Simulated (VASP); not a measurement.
Write the native input for VASP 6.6.1 that does the following.

| Property | Result |
| --- | --- |
| Task | single point |
| Functional | r2SCAN |
| Potentials or basis | VASP PAW PBE potentials, release 64 (Ti_sv, Re) |
| Cutoff | 520 eV |
| k mesh | 14 × 14 × 14 |
| Occupations | gaussian, width 0.1 eV |
| Spin | no spin polarisation |
| Dipole correction | no |
| Further INCAR settings | ALGO = Normal; EDIFF = 1e-06; NBANDS = 16 |

Crystal: TiRe.

```
Ti Re
1.0
     3.16434    0.00000    0.00000
     0.00000    3.16434    0.00000
     0.00000    0.00000    3.16434
Ti Re
1 1
Cartesian
  1.5822 1.5822 1.5822
  0.0000 0.0000 0.0000
```

This cell differs from its parent crystal: volume scaled by 1.06.

The input as run:

POSCAR

```
TiRe
1.0
    3.1643449330      0.0000000000      0.0000000000
    0.0000000000      3.1643449330      0.0000000000
    0.0000000000      0.0000000000      3.1643449330
Ti Re
1 1
Direct
    0.5000000000      0.5000000000      0.5000000000
    0.0000000000      0.0000000000      0.0000000000
```

INCAR.step1

```
PREC = Accurate
ENCUT = 520
ISMEAR = 0
SIGMA = 0.1
LREAL = F
LASPH = T
NELM = 100
NBANDS = 16
GGA = PE
ALGO = Normal
EDIFF = 1E-4
LWAVE = T
LCHARG = F
```

INCAR.step2

```
PREC = Accurate
ENCUT = 520
EDIFF = 1E-6
ISMEAR = 0
SIGMA = 0.1
LREAL = F
LASPH = T
NELM = 100
ALGO = Normal
ISIF = 2
LWAVE = F
LCHARG = F
METAGGA = R2SCAN
LMIXTAU = T
NBANDS = 16
ISTART = 1
```

KPOINTS

```
regular mesh
0
Gamma
  14 14 14
```

Potentials or basis: VASP PAW PBE potentials, release 64 (Ti_sv, Re).

Command:

```console
$ cat potpaw_PBE.64/Ti_sv/POTCAR potpaw_PBE.64/Re/POTCAR > POTCAR
$ cp INCAR.step1 INCAR
$ mpirun -np 1 vasp_std > vasp.out
$ cp INCAR.step2 INCAR
$ mpirun -np 1 vasp_std > vasp.out
```

Results of the run:

```yaml
Pressure: -12.1 GPa
```

Caveat: the PAW data sets were made with another functional, which shifts forces and pressure a little.

Run time: 3.6 min on 1 thread of Oxide Virtual Turin-like Processor, with other jobs on the host, peak memory 0.16 GiB.
